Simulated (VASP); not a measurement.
A run of VASP 6.6.1:

The input INCAR:

```
SYSTEM = Ru
AGGAC    = 1.0          
AGGAX    = 1.0          
ALDAC    = 0.0          
ALDAX    = 1.0          
ALGO     = Normal         ! electronic algorithm
EDIFF    = 1E-6           ! SCF threshold, eV
ENCUT    = 520            ! plane-wave cutoff, eV
GGA      = B5             ! functional
ISIF     = 2              ! what is computed and relaxed
ISMEAR   = -1             ! smearing method
LASPH    = .True.         ! aspherical terms in the spheres
LCHARG   = .True.         ! write CHGCAR
LELF     = .True.         ! ELF
LREAL    = .False.        ! projectors in reciprocal space
LVHAR    = .True.       
LWAVE    = .False.        ! write WAVECAR
NBANDS   = 21             ! bands
NELM     = 100            ! most SCF steps
PREC     = Accurate       ! precision mode
SIGMA    = 0.1            ! smearing width, eV
```

File KPOINTS:

```
k-points
0
Gamma
  21 21 12
  0 0 0
```

File POSCAR:

```
Ru
1.0
    2.8047610326      0.0000000000      0.0000000000
   -1.4023805163      2.4289943058      0.0000000000
    0.0000000000      0.0000000000      4.4054951627
Ru
2
Direct
    0.3333333333      0.6666666667      0.2500000000
    0.6666666667      0.3333333333      0.7500000000
```

Potentials or basis: VASP PAW PBE potentials, release 64 (Ru_pv).

Run with:

```console
$ cat potpaw_PBE.64/Ru_pv/POTCAR > POTCAR
$ mpirun -np 1 vasp_std > vasp.out
```

Hardware: 1 thread of Intel Xeon 8259CL (shared host).

Estimate the wall time of this run.

Run time: 7.1 min on 1 thread of Intel Xeon 8259CL, on a shared host, peak memory 0.25 GiB. Counts: scf iterations 12, k points 336.
